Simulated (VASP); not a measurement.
Wanted: the native input for a VASP 6.6.1 run.

- Task: density of states
- Functional: LDA
- Potentials or basis: VASP PAW LDA potentials, release 64 (Mo_sv)
- Cutoff: 520 eV
- k mesh: 19 × 19 × 19
- Occupations: fermi-dirac, width 0.1 eV
- Spin: no spin polarisation
- Dipole correction: no
- k mesh for the DOS: 29 × 29 × 29
- Occupations for the DOS: tetrahedron
- Further INCAR settings: ALGO = Normal; EDIFF = 1e-07

Crystal: Mo.

```
Mo
1.0
    -1.19211    1.19211    1.19211
     1.19211   -1.19211    1.19211
     1.19211    1.19211   -1.19211
Mo
1
Direct
  0.00000 0.00000 0.00000
```

This cell differs from its parent crystal: volume scaled by 0.45.

These files were run (other wordings do the same):

POSCAR

```
Mo
1.0
   -1.1921119842      1.1921119842      1.1921119842
    1.1921119842     -1.1921119842      1.1921119842
    1.1921119842      1.1921119842     -1.1921119842
Mo
1
Direct
    0.0000000000      0.0000000000      0.0000000000
```

INCAR.step1

```
PREC = Accurate
ENCUT = 520
EDIFF = 1E-7
ISMEAR = -1
SIGMA = 0.1
LREAL = F
LASPH = T
NELM = 60
ALGO = Normal
ISIF = 2
LWAVE = F
LCHARG = T
LMAXMIX = 4
NBANDS = 13
```

KPOINTS.step1

```
Automatic mesh
0
Gamma
  19 19 19
```

INCAR.step2

```
PREC = Accurate
ENCUT = 520
EDIFF = 1E-7
ISMEAR = -5
SIGMA = 0.1
LREAL = F
LASPH = T
NELM = 60
ALGO = Normal
ISIF = 2
LWAVE = F
LCHARG = F
LMAXMIX = 4
LORBIT = 11
NEDOS = 1001
ICHARG = 11
```

KPOINTS.step2

```
Automatic mesh
0
Gamma
  29 29 29
```

Potentials or basis: VASP PAW LDA potentials, release 64 (Mo_sv).

Command:

```console
$ cat potpaw_LDA.64/Mo_sv/POTCAR > POTCAR
$ cp INCAR.step1 INCAR
$ cp KPOINTS.step1 KPOINTS
$ mpirun -np 1 vasp_std > vasp.out
$ cp INCAR.step2 INCAR
$ cp KPOINTS.step2 KPOINTS
$ mpirun -np 1 vasp_std > vasp.out
```

It took 28 s on 1 thread of AMD EPYC 9R45 96-Core Processor (Zen 5), on a shared host, peak memory 0.18 GiB.
